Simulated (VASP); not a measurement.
# Rb (Pm-3m) in VASP: a series of runs, part 2 of 3

VASP 6.6.1. The steps go on from the part before.

## (3) Single point, PBE (volume scaled by 0.9)

Input file INCAR:

```
  PREC = Accurate
  ENCUT = 520
  EDIFF = 1E-6
  ISMEAR = -1
  SIGMA = 0.08
  LREAL = F
  LASPH = T
  NELM = 60
  ALGO = Normal
  ISIF = 2
  LWAVE = F
  LCHARG = F
  GGA = PE
  NBANDS = 10
```

Input file KPOINTS:

```
regular mesh
0
Gamma
  9 9 9
```

Input file POSCAR:

```
Rb
1.0
    4.4592969459      0.0000000000      0.0000000000
    0.0000000000      4.4592969459      0.0000000000
    0.0000000000      0.0000000000      4.4592969459
Rb
1
Direct
    0.0000000000      0.0000000000      0.0000000000
```

Potentials or basis: VASP PAW PBE potentials, release 64 (Rb_sv).

The run is started by

```console
$ cat potpaw_PBE.64/Rb_sv/POTCAR > POTCAR
$ mpirun -np 1 vasp_std > vasp.out
```

OUTCAR:

```text
PREC = Accurate
   ENCUT = 520
   EDIFF = 1E-6
   ISMEAR = -1
   LREAL = F
   LASPH = T
   NELM = 60
   ISIF = 2
   GGA = PE

 ion  position               nearest neighbor table
   1  0.000  0.000  0.000-

  LATTYP: Found a simple cubic cell.
 ALAT       =     4.4592969459

  Lattice vectors:

 A1 = (   4.4592969459,   0.0000000000,   0.0000000000)
 A2 = (   0.0000000000,   4.4592969459,   0.0000000000)
 A3 = (   0.0000000000,   0.0000000000,   4.4592969459)

Analysis of symmetry for initial positions (statically):
=====================================================================
 Subroutine PRICEL returns:
 Original cell was already a primitive cell.

 Routine SETGRP: Setting up the symmetry group for a
 simple cubic supercell.

 Subroutine GETGRP returns: Found 48 space group operations
 (whereof 48 operations were pure point group operations)
 out of a pool of 48 trial point group operations.

The static configuration has the point symmetry O_h .

Analysis of symmetry for dynamics (positions and initial velocities):
=====================================================================
 Subroutine PRICEL returns:
 Original cell was already a primitive cell.

 Routine SETGRP: Setting up the symmetry group for a
 simple cubic supercell.

 Subroutine GETGRP returns: Found 48 space group operations
 (whereof 48 operations were pure point group operations)
 out of a pool of 48 trial point group operations.

The dynamic configuration has the point symmetry O_h .

 Subroutine INISYM returns: Found 48 space group operations
 (whereof 48 operations are pure point group operations),
 and found     1 'primitive' translations

----------------------------------------------------------------------------------------

                                     Primitive cell

  volume of cell :      88.6746

  direct lattice vectors                    reciprocal lattice vectors
     4.459296946  0.000000000  0.000000000     0.224250596  0.000000000  0.000000000
     0.000000000  4.459296946  0.000000000     0.000000000  0.224250596  0.000000000
     0.000000000  0.000000000  4.459296946     0.000000000  0.000000000  0.224250596

  length of vectors
     4.459296946  4.459296946  4.459296946     0.224250596  0.224250596  0.224250596

  position of ions in fractional coordinates (direct lattice)
     0.000000000  0.000000000  0.000000000

  ion indices of the primitive-cell ions
   primitive index   ion index
                 1           1

----------------------------------------------------------------------------------------

 KPOINTS: regular mesh

Automatic generation of k-mesh.
 Grid dimensions read from file:
 generate k-points for:    9    9    9

 Generating k-lattice:

  Cartesian coordinates                     Fractional coordinates (reciprocal lattice)
     0.024916733  0.000000000  0.000000000     0.111111111  0.000000000  0.000000000
     0.000000000  0.024916733  0.000000000     0.000000000  0.111111111  0.000000000
     0.000000000  0.000000000  0.024916733     0.000000000  0.000000000  0.111111111

  Length of vectors
     0.024916733  0.024916733  0.024916733

  Shift w.r.t. Gamma in fractional coordinates (k-lattice)
     0.000000000  0.000000000  0.000000000

 Subroutine IBZKPT returns following result:
 ===========================================

 Found     35 irreducible k-points:

 Following reciprocal coordinates:
            Coordinates               Weight
  0.000000  0.000000  0.000000      1.000000
  0.111111  0.000000  0.000000      6.000000
  0.222222  0.000000  0.000000      6.000000
  0.333333  0.000000  0.000000      6.000000
  0.444444  0.000000  0.000000      6.000000
  0.111111  0.111111  0.000000     12.000000
[... 16 lines left out ...]
  0.333333  0.333333  0.111111     24.000000
  0.444444  0.333333  0.111111     48.000000
 [... further k-points ...]
   k-points           NKPTS =     35   k-points in BZ     NKDIM =     35   number of bands    NBANDS=     10
   number of dos      NEDOS =    301   number of ions     NIONS =      1
   total plane-waves  NPLWV =  46656
   dimension x,y,z NGX =    36 NGY =   36 NGZ =   36
   dimension x,y,z NGXF=    72 NGYF=   72 NGZF=   72
   ions per type =               1
   NGX,Y,Z   is equivalent  to a cutoff of  13.42, 13.42, 13.42 a.u.
   NGXF,Y,Z  is equivalent  to a cutoff of  26.84, 26.84, 26.84 a.u.
 SYSTEM =  unknown system
   PREC   = accura    normal or accurate (medium, high low for compatibility)
   ISTART =      0    job   : 0-new  1-cont  2-samecut
   ICHARG =      2    charge: 1-file 2-atom 10-const
   ISPIN  =      1    spin polarized calculation?
   LNONCOLLINEAR =      F non collinear calculations
   LSORBIT =      F    spin-orbit coupling
   LASPH  =      T    aspherical Exc in radial PAW
   ENCUT  =  520.0 eV  38.22 Ry    6.18 a.u.   8.29  8.29  8.29*2*pi/ulx,y,z
   NELM   =     60;   NELMIN=  2; NELMDL= -5     # of ELM steps
   EDIFF  = 0.1E-05   stopping-criterion for ELM
   LREAL  =      F    real-space projection
   EDIFFG = 0.1E-04   stopping-criterion for IOM
   NSW    =      0    number of steps for IOM
   IBRION =     -1    ionic relax: 0-MD 1-quasi-New 2-CG
   NFREE  =      0    steps in history (QN), initial steepest desc. (CG)
   ISIF   =      2    stress and relaxation
   ISYM   =      2    0-nonsym 1-usesym 2-fastsym
   POTIM  = 0.5000    time-step for ionic-motion
   TEBEG  =    0.0;   TEEND  =   0.0 temperature during run
   PSTRESS=    0.0 pullay stress
   NELECT =       9.0000    total number of electrons
   NUPDOWN=      -1.0000    fix difference up-down
   EMIN   =  10.00;   EMAX   =-10.00  energy-range for DOS
   EFERMI =   0.00;   METHOD = LEGACY
   ISMEAR =    -1;   SIGMA  =   0.08  broadening in eV -4-tet -1-fermi 0-gaus
   EFERMI_NEDOS =   21; number of points for ismear=-14 and -15
   IALGO  =     38    algorithm
   IMIX   =      4    mixing-type and parameters
     AMIX     =   0.40;   BMIX     =  1.00
     AMIX_MAG =   1.60;   BMIX_MAG =  1.00
  volume/ion in A,a.u.               =      88.67       598.41
  Fermi-wavevector in a.u.,A,eV,Ry     =   0.763641  1.443072  7.934206  0.583148
  Thomas-Fermi vector in A             =   1.863368
   LORBIT       =      0    0 simple, 1 ext, 2 COOP (PROOUT), +10 PAW based schemes
   GGA     = PE    functional components
[... 5 lines left out ...]
 non-spin polarized calculation
  energy-cutoff  :      520.00
  volume of cell :       88.67
 maximum number of plane-waves:      2413
 NGX is ok and might be reduce to    36
   NGX = 17   NGY = 17   NGZ = 17

 number of electron       9.0000000 magnetization

 Free energy of the ion-electron system (eV)
  ---------------------------------------------------
  ext. energy  EPLUGINS =         0.00000000
  ---------------------------------------------------
  free energy    TOTEN  =        -0.84110714 eV

  energy without entropy =       -0.82228437  energy(sigma->0) =       -0.83169575

 E-fermi :   0.0980     XC(G=0):  -5.5186

 val. band max:        0.0601112070   @ k =   0.3333   0.3333   0.1111
 cond. band min:       0.1477194048   @ k =   0.4444   0.2222   0.0000
 fundamental gap:      0.0876081979
 Fermi energy:         0.0979971724

 k-point     1 :       0.0000    0.0000    0.0000
  band No.  band energies     occupation
      1     -28.9581      2.00000
      2     -12.9739      2.00000
      3     -12.9739      2.00000
      4     -12.9739      2.00000
      5      -1.9111      2.00000
      6       2.4219      0.00000
      7       2.4219      0.00000
      8       6.1854      0.00000
      9       6.1885      0.00000
     10       6.1887      0.00000

 k-point     2 :       0.1111    0.0000    0.0000
  band No.  band energies     occupation
      1     -28.9573      2.00000
      2     -12.9939      2.00000
      3     -12.9723      2.00000
      4     -12.9723      2.00000
      5      -1.7925      2.00000
      6       2.3790      0.00000
      7       2.4788      0.00000
      8       5.5204      0.00000
      9       5.5204      0.00000
     10       5.7122      0.00000
[... 274 lines left out ...]
 k-point    24 :       0.4444    0.3333    0.1111
  band No.  band energies     occupation
      1     -28.9454      2.00000
      2     -13.1160      2.00000
      3     -13.0772      2.00000
      4     -12.9679      2.00000
      5       0.5922      0.00414
      6       1.3406      0.00000
      7       2.5995      0.00000
      8       3.1933      0.00000
      9       4.5272      0.00000
     10       4.7709      0.00000

 [... further k-points ...]
[... 5 lines left out ...]
  --------------------------------------------------------------------------------------
  -------------------------------------------------------------------------------------
  Total        0.1616784      0.1616784      0.1616784      0.0000000      0.0000000      0.0000000
  in kB        2.9212136      2.9212136      2.9212136      0.0000000      0.0000000      0.0000000
  external PRESSURE =       2.9212136 kB  Pullay stress =       0.0000000 kB

 VOLUME and BASIS-vectors are now :
 -----------------------------------------------------------------------------
  energy-cutoff  :      520.00
  volume of cell :       88.67
      direct lattice vectors                 reciprocal lattice vectors
     4.459296946  0.000000000  0.000000000     0.224250596  0.000000000  0.000000000
     0.000000000  4.459296946  0.000000000     0.000000000  0.224250596  0.000000000
     0.000000000  0.000000000  4.459296946     0.000000000  0.000000000  0.224250596

 POSITION                                       TOTAL-FORCE (eV/Angst)
 -----------------------------------------------------------------------------------
      0.00000      0.00000      0.00000         0.000000      0.000000      0.000000
 -----------------------------------------------------------------------------------
    total drift:                                0.000000     -0.000000     -0.000000

  FREE ENERGIE OF THE ION-ELECTRON SYSTEM (eV)
  ---------------------------------------------------
  free  energy   TOTEN  =        -0.8411071379 eV

  energy  without entropy=       -0.8222843680  energy(sigma->0) =       -0.83169575
```

It took 16 s on 1 thread of Intel Xeon Platinum 8259CL at 2.50GHz (Skylake/Cascade Lake), shared host; peak memory 0.2 GiB.

What came out:

| Quantity | Value |
| --- | --- |
| Free energy | -0.8411 eV |
| Pressure | 0.3 GPa |

Levels at points of the mesh, in eV from the Fermi level:
```csv
k point,band 3,band 4,band 5,band 6,band 7,band 8
"(0.00, 0.00, 0.00)",-13.07,-13.07,-2.01,2.32,2.32,6.09
```

(Continued in part 3 of 3.)
